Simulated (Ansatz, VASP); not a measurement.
# Ca4Au in VASP and in Ansatz

```
Ca Au
1.0
     5.55270    0.00000    0.00000
    -2.77635    4.80878    0.00000
     0.00000    0.00000    6.83041
Ca Au
4 1
Direct
  0.33333 0.66667 0.76398
  0.33333 0.66667 0.23602
  0.66667 0.33333 0.23602
  0.66667 0.33333 0.76398
  0.00000 0.00000 0.00000
```

Alike in both runs: functional PBE; k mesh 12 × 12 × 6; occupations gaussian, width 0.1 eV; no spin polarisation.

Ansatz relaxed the structure, and its values are those at the end. VASP's run is a single point on that final structure, the one shown.

|  | VASP | Ansatz |
| --- | --- | --- |
| version | VASP 6.6.1 | Ansatz 0.2.0 |
| potentials or method | VASP PAW PBE potentials, release 64 (Ca_sv, Au), cutoff 520 eV | scalar-relativistic, plane waves, PAW |
| valence electrons in the cell | 51 | 59 |

Ansatz gave:

```
gap on the k mesh at the Fermi level (eV) : none
pressure (GPa)                            : 0.0
rms of the force components (eV/Å)        : 0.001
```

Problem. Estimate VASP's values.

Solution. gap on the k mesh at the Fermi level (eV): none; pressure (GPa): 0.0; rms of the force components (eV/Å): 0.004.

A gap of «none» marks a metal or a gap that the smearing closes. VASP's potentials hold 51 valence electrons a cell and Ansatz's 59, so a difference there can come from the potentials and not from the codes.

Spin-orbit coupling is off throughout.
